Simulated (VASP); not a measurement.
# Hf (P6_3/mmc) in VASP: a series of runs

The runs below take Hf through single point, with r2SCAN.

Everything below comes from runs of VASP 6.6.1. Logs are shortened: lines on timing, memory, paths and dates and some standing lists are left out, and cuts for length are marked.

## Step 1: The cell of the first run

Symmetry: P6_3/mmc, No. 194, hexagonal system. The conventional cell has a = 3.199 Å, b = 3.199 Å, c = 5.051 Å, α = 90.00°, β = 90.00°, γ = 120.00°. Within 4.1 Å of Hf (site symmetry -6m2) lie 12 Hf at 3.13 to 3.20 Å.

## Step 2: Single point, r2SCAN

File POSCAR:

```
Hf
1.0
    3.1987335297      0.0000000000      0.0000000000
   -1.5993667648      2.7701844966      0.0000000000
    0.0000000000      0.0000000000      5.0505021987
Hf
2
Direct
    0.3333333333      0.6666666667      0.2500000000
    0.6666666667      0.3333333333      0.7500000000
```

File INCAR.step1:

```
SYSTEM = Hf
ALGO = Normal ; EDIFF = 1E-4
ENCUT = 520 ; GGA = PE
ISMEAR = 0 ; LASPH = .TRUE.
LCHARG = .FALSE. ; LREAL = .FALSE.
LWAVE = .TRUE. ; NBANDS = 17
NELM = 60 ; PREC = Accurate
SIGMA = 0.01
```

File INCAR.step2:

```
SYSTEM = Hf
ALGO = Normal ; EDIFF = 1E-6
ENCUT = 520 ; ISIF = 2
ISMEAR = 0 ; ISTART = 1
LASPH = .TRUE. ; LCHARG = .FALSE.
LMIXTAU = .TRUE. ; LREAL = .FALSE.
LWAVE = .FALSE. ; METAGGA = R2SCAN
NBANDS = 17 ; NELM = 60
PREC = Accurate ; SIGMA = 0.01
```

File KPOINTS:

```
k-points
0
G
  11 11 6
  0 0 0
```

Potentials or basis: VASP PAW PBE potentials, release 64 (Hf_pv).

The run is started by

```
$ cat potpaw_PBE.64/Hf_pv/POTCAR > POTCAR
$ cp INCAR.step1 INCAR
$ mpirun -np 1 vasp_std > vasp.out
$ cp INCAR.step2 INCAR
$ mpirun -np 1 vasp_std > vasp.out
```

OUTCAR:

```text
SYSTEM = Hf
   EDIFF = 1E-6
   ENCUT = 520
   ISIF = 2
   ISMEAR = 0
   ISTART = 1
   LASPH = .TRUE.
   LREAL = .FALSE.
   METAGGA = R2SCAN
   NELM = 60
   PREC = Accurate

 ion  position               nearest neighbor table
   1  0.333  0.667  0.250-   2 3.13   2 3.13   2 3.13   2 3.13   2 3.13   2 3.13
   2  0.667  0.333  0.750-   1 3.13   1 3.13   1 3.13   1 3.13   1 3.13   1 3.13

  LATTYP: Found a hexagonal cell.
 ALAT       =     3.1987335297
 C/A-ratio  =     1.5789068242

  Lattice vectors:

 A1 = (   3.1987335297,   0.0000000000,   0.0000000000)
 A2 = (  -1.5993667648,   2.7701844966,   0.0000000000)
 A3 = (   0.0000000000,   0.0000000000,   5.0505021987)

Analysis of symmetry for initial positions (statically):
=====================================================================
 Subroutine PRICEL returns:
 Original cell was already a primitive cell.

 Routine SETGRP: Setting up the symmetry group for a
 hexagonal supercell.

 Subroutine GETGRP returns: Found 24 space group operations
 (whereof 12 operations were pure point group operations)
 out of a pool of 24 trial point group operations.

The static configuration has the point symmetry D_3d.
 The point group associated with its full space group is D_6h.

Analysis of symmetry for dynamics (positions and initial velocities):
=====================================================================
 Subroutine PRICEL returns:
 Original cell was already a primitive cell.

 Routine SETGRP: Setting up the symmetry group for a
 hexagonal supercell.

 Subroutine GETGRP returns: Found 24 space group operations
 (whereof 12 operations were pure point group operations)
 out of a pool of 24 trial point group operations.

The dynamic configuration has the point symmetry D_3d.
 The point group associated with its full space group is D_6h.

 Subroutine INISYM returns: Found 24 space group operations
 (whereof 12 operations are pure point group operations),
 and found     1 'primitive' translations

----------------------------------------------------------------------------------------

                                     Primitive cell

  volume of cell :      44.7529

  direct lattice vectors                    reciprocal lattice vectors
     3.198733530  0.000000000  0.000000000     0.312623728  0.180493393  0.000000000
    -1.599366765  2.770184497  0.000000000     0.000000000  0.360986787  0.000000000
     0.000000000  0.000000000  5.050502199     0.000000000  0.000000000  0.198000112

  length of vectors
     3.198733530  3.198733530  5.050502199     0.360986787  0.360986787  0.198000112

  position of ions in fractional coordinates (direct lattice)
     0.333333333  0.666666667  0.250000000
     0.666666667  0.333333333  0.750000000

  ion indices of the primitive-cell ions
   primitive index   ion index
                 1           1
                 2           2

----------------------------------------------------------------------------------------

 KPOINTS: k-points

Automatic generation of k-mesh.
 Grid dimensions read from file:
 generate k-points for:   11   11    6

 Generating k-lattice:

  Cartesian coordinates                     Fractional coordinates (reciprocal lattice)
     0.028420339  0.016408490  0.000000000     0.090909091  0.000000000  0.000000000
     0.000000000  0.032816981  0.000000000     0.000000000  0.090909091  0.000000000
     0.000000000  0.000000000  0.033000019     0.000000000  0.000000000  0.166666667

  Length of vectors
     0.032816981  0.032816981  0.033000019

  Shift w.r.t. Gamma in fractional coordinates (k-lattice)
     0.000000000  0.000000000  0.000000000

 Subroutine IBZKPT returns following result:
 ===========================================

 Found     64 irreducible k-points:

 Following reciprocal coordinates:
            Coordinates               Weight
  0.000000  0.000000  0.000000      1.000000
  0.090909 -0.000000  0.000000      6.000000
  0.181818 -0.000000  0.000000      6.000000
  0.272727  0.000000  0.000000      6.000000
  0.363636  0.000000  0.000000      6.000000
  0.454545  0.000000  0.000000      6.000000
[... 16 lines left out ...]
  0.090909  0.090909  0.166667     12.000000
  0.181818  0.090909  0.166667     24.000000
 [... further k-points ...]
   k-points           NKPTS =     64   k-points in BZ     NKDIM =     64   number of bands    NBANDS=     17
   number of dos      NEDOS =    301   number of ions     NIONS =      2
   total plane-waves  NPLWV =  23040
   dimension x,y,z NGX =    24 NGY =   24 NGZ =   40
   dimension x,y,z NGXF=    48 NGYF=   48 NGZF=   80
   ions per type =               2
   NGX,Y,Z   is equivalent  to a cutoff of  12.47, 12.47, 13.17 a.u.
   NGXF,Y,Z  is equivalent  to a cutoff of  24.95, 24.95, 26.33 a.u.
 SYSTEM =  Hf
   PREC   = accura    normal or accurate (medium, high low for compatibility)
   ISTART =      1    job   : 0-new  1-cont  2-samecut
   ICHARG =      0    charge: 1-file 2-atom 10-const
   ISPIN  =      1    spin polarized calculation?
   LNONCOLLINEAR =      F non collinear calculations
   LSORBIT =      F    spin-orbit coupling
   LASPH  =      T    aspherical Exc in radial PAW
   ENCUT  =  520.0 eV  38.22 Ry    6.18 a.u.   5.95  5.95  9.39*2*pi/ulx,y,z
   NELM   =     60;   NELMIN=  2; NELMDL=  0     # of ELM steps
   EDIFF  = 0.1E-05   stopping-criterion for ELM
   LREAL  =      F    real-space projection
   EDIFFG = 0.1E-04   stopping-criterion for IOM
   NSW    =      0    number of steps for IOM
   IBRION =     -1    ionic relax: 0-MD 1-quasi-New 2-CG
   NFREE  =      0    steps in history (QN), initial steepest desc. (CG)
   ISIF   =      2    stress and relaxation
   ISYM   =      2    0-nonsym 1-usesym 2-fastsym
   POTIM  = 0.5000    time-step for ionic-motion
   TEBEG  =    0.0;   TEEND  =   0.0 temperature during run
   PSTRESS=    0.0 pullay stress
   NELECT =      20.0000    total number of electrons
   NUPDOWN=      -1.0000    fix difference up-down
   EMIN   =  10.00;   EMAX   =-10.00  energy-range for DOS
   EFERMI =   0.00;   METHOD = LEGACY
   ISMEAR =     0;   SIGMA  =   0.01  broadening in eV -4-tet -1-fermi 0-gaus
   EFERMI_NEDOS =   21; number of points for ismear=-14 and -15
   IALGO  =     38    algorithm
   IMIX   =      4    mixing-type and parameters
     AMIX     =   0.40;   BMIX     =  1.00
     AMIX_MAG =   1.60;   BMIX_MAG =  1.00
  volume/ion in A,a.u.               =      22.38       151.00
  Fermi-wavevector in a.u.,A,eV,Ry     =   1.251635  2.365247 21.314756  1.566590
  Thomas-Fermi vector in A             =   2.385573
   LORBIT       =      0    0 simple, 1 ext, 2 COOP (PROOUT), +10 PAW based schemes
   METAGGA = R2SCAN    functional components
   LHFCALC =     F    Hartree Fock is set to
   AEXX    =    0.0000 exact exchange contribution
   IVDW    =     0    specifies the selected vdW correction
   LEPSILON=     F    determine dielectric tensor
   LRPA    =     F    only Hartree local field effects (RPA)
 non-spin polarized calculation
 Gauss-broadening in eV      SIGMA  =   0.01
  energy-cutoff  :      520.00
  volume of cell :       44.75
 maximum number of plane-waves:      1222
 NGX is ok and might be reduce to    24
   NGX = 11   NGY = 11   NGZ = 19

 number of electron      20.0000004 magnetization

 Free energy of the ion-electron system (eV)
  ---------------------------------------------------
  ext. energy  EPLUGINS =         0.00000000
  ---------------------------------------------------
  free energy    TOTEN  =       -90.30295150 eV

  energy without entropy =      -90.30283368  energy(sigma->0) =      -90.30289259

 E-fermi :   4.8417     XC(G=0): -12.1525

 val. band max:        4.8198467533   @ k =   0.1818  -0.0000   0.1667
 cond. band min:       4.8485413998   @ k =   0.3636   0.1818   0.3333
 fundamental gap:      0.0286946465
 Fermi energy:         4.8417147555

 k-point     1 :       0.0000    0.0000    0.0000
  band No.  band energies     occupation
      1     -27.4222      2.00000
      2     -26.6559      2.00000
      3     -26.6559      2.00000
      4     -26.5259      2.00000
      5     -26.5259      2.00000
      6     -26.5256      2.00000
[... 9 lines left out ...]
     16       7.7420      0.00000
     17      10.4845      0.00000

 k-point     2 :       0.0909   -0.0000    0.0000
  band No.  band energies     occupation
      1     -27.4000      2.00000
      2     -26.7024      2.00000
      3     -26.6715      2.00000
      4     -26.5748      2.00000
      5     -26.5357      2.00000
      6     -26.5319      2.00000
[... 9 lines left out ...]
     16       7.4963      0.00000
     17      10.6803      0.00000

 k-point     3 :       0.1818   -0.0000    0.0000
  band No.  band energies     occupation
      1     -27.3371      2.00000
      2     -26.8274      2.00000
      3     -26.7118      2.00000
      4     -26.7021      2.00000
      5     -26.5662      2.00000
      6     -26.5496      2.00000
[... 9 lines left out ...]
     16       7.9282      0.00000
     17      11.0593      0.00000

 k-point     4 :       0.2727    0.0000    0.0000
  band No.  band energies     occupation
      1     -27.2440      2.00000
      2     -26.9916      2.00000
      3     -26.8604      2.00000
      4     -26.7621      2.00000
      5     -26.6166      2.00000
      6     -26.5746      2.00000
[... 9 lines left out ...]
     16       8.9497      0.00000
     17      11.3782      0.00000
[... 343 lines left out ...]
      1     -27.2815      2.00000
      2     -27.1341      2.00000
      3     -26.9702      2.00000
      4     -26.8179      2.00000
      5     -26.7179      2.00000
      6     -26.6286      2.00000
[... 9 lines left out ...]
     16      11.0902      0.00000
     17      11.4975      0.00000

 k-point    23 :       0.0909    0.0909    0.1667
  band No.  band energies     occupation
      1     -27.3138      2.00000
      2     -26.7624      2.00000
      3     -26.7350      2.00000
      4     -26.6745      2.00000
      5     -26.5664      2.00000
      6     -26.5614      2.00000
[... 9 lines left out ...]
     16       8.1260      0.00000
     17      10.8806      0.00000

 k-point    24 :       0.1818    0.0909    0.1667
  band No.  band energies     occupation
      1     -27.2571      2.00000
      2     -26.8924      2.00000
      3     -26.8543      2.00000
      4     -26.7309      2.00000
      5     -26.6029      2.00000
      6     -26.5893      2.00000
[... 9 lines left out ...]
     16       8.7913      0.00000
     17      11.0362      0.00000

 [... further k-points ...]

------------------------ aborting loop because EDIFF is reached ----------------------------------------

  FORCE on cell =-STRESS in cart. coord.  units (eV):
  Direction    XX          YY          ZZ          XY          YZ          ZX
  --------------------------------------------------------------------------------------
  -------------------------------------------------------------------------------------
  Total       -0.1505386     -0.1505386     -0.1954650     -0.0000000      0.0000000      0.0000000
  in kB       -5.3893586     -5.3893586     -6.9977461     -0.0000000      0.0000000      0.0000000
  external PRESSURE =      -5.9254878 kB  Pullay stress =       0.0000000 kB

 VOLUME and BASIS-vectors are now :
 -----------------------------------------------------------------------------
  energy-cutoff  :      520.00
  volume of cell :       44.75
      direct lattice vectors                 reciprocal lattice vectors
     3.198733530  0.000000000  0.000000000     0.312623728  0.180493393  0.000000000
    -1.599366765  2.770184497  0.000000000     0.000000000  0.360986787  0.000000000
     0.000000000  0.000000000  5.050502199     0.000000000  0.000000000  0.198000112

 POSITION                                       TOTAL-FORCE (eV/Angst)
 -----------------------------------------------------------------------------------
     -0.00000      1.84679      1.26263        -0.000000      0.000000      0.000000
      1.59937      0.92339      3.78788         0.000000     -0.000000      0.000000
 -----------------------------------------------------------------------------------
    total drift:                               -0.000000      0.000000     -0.000000

  FREE ENERGIE OF THE ION-ELECTRON SYSTEM (eV)
  ---------------------------------------------------
  free  energy   TOTEN  =       -90.3029514989 eV

  energy  without entropy=      -90.3028336824  energy(sigma->0) =      -90.30289259
```

Run time: 99 s. Hardware: 1 thread of AMD EPYC 9R45 (Zen 5), shared host; peak memory 0.16 GiB.

What came out:

* Free energy: -90.3030 eV
* Pressure: -0.6 GPa
* Band gap on the k mesh: zero (bands 10 and 11 overlap by 1.70 eV)

Levels at points of the mesh, in eV from the Fermi level:
```csv
k point,band 8,band 9,band 10,band 11,band 12,band 13
"(0.00, 0.00, 0.00)",-3.85,0.41,1.32,1.32,1.64,2.19
"(0.00, 0.00, 0.50)",-5.70,0.15,0.15,1.21,1.21,1.21
```

Caveat: the PAW data sets were made with another functional, which shifts forces and pressure a little; spin-orbit coupling is left out, which moves the levels of the heavy elements.

## Step 3: Single point, r2SCAN

POSCAR is that of step 2.

File INCAR.step1:

```
  ALGO = Normal
  EDIFF = 1E-4
  ENCUT = 520
  GGA = PE
  ISMEAR = 0
  LASPH = True
  LCHARG = False
  LREAL = False
  LWAVE = True
  NBANDS = 17
  NELM = 80
  PREC = Accurate
  SIGMA = 0.03
```

File INCAR.step2:

```
  ALGO = Normal
  EDIFF = 1E-6
  ENCUT = 520
  ISIF = 2
  ISMEAR = 0
  ISTART = 1
  LASPH = True
  LCHARG = False
  LMIXTAU = True
  LREAL = False
  LWAVE = False
  METAGGA = R2SCAN
  NBANDS = 17
  NELM = 80
  PREC = Accurate
  SIGMA = 0.03
```

File KPOINTS:

```
k-points
0
Gamma
  11 11 6
```

Potentials or basis: VASP PAW PBE potentials, release 64 (Hf_pv).

The run is started by

```
$ cat potpaw_PBE.64/Hf_pv/POTCAR > POTCAR
$ cp INCAR.step1 INCAR
$ mpirun -np 1 vasp_std > vasp.out
$ cp INCAR.step2 INCAR
$ mpirun -np 1 vasp_std > vasp.out
```

Run time: 100 s. Hardware: 1 thread of AMD EPYC 9R45 (Zen 5), shared host; peak memory 0.16 GiB.

Results (log left out):

* Free energy: -90.3033 eV
* Pressure: -0.6 GPa
* Band gap on the k mesh: zero (bands 10 and 11 overlap by 1.70 eV)

Stress tensor (GPa, compression positive):
```
-0.54  0.00  0.00
 0.00 -0.54  0.00
 0.00  0.00 -0.64
```

Levels at points of the mesh, in eV from the Fermi level:
```
           k point  band 7  band 8  band 9  band 10  band 11  band 12  band 13  band 14
(0.00, 0.00, 0.00)   -7.76   -3.85    0.41     1.32     1.32     1.65     2.20     2.20
(0.00, 0.00, 0.50)   -5.69   -5.69    0.16     0.16     1.22     1.22     1.22     1.22
```

Caveat: the PAW data sets were made with another functional, which shifts forces and pressure a little; spin-orbit coupling is left out, which moves the levels of the heavy elements.

The gap in the log of VASP goes by the Fermi energy; the results here count the filled bands.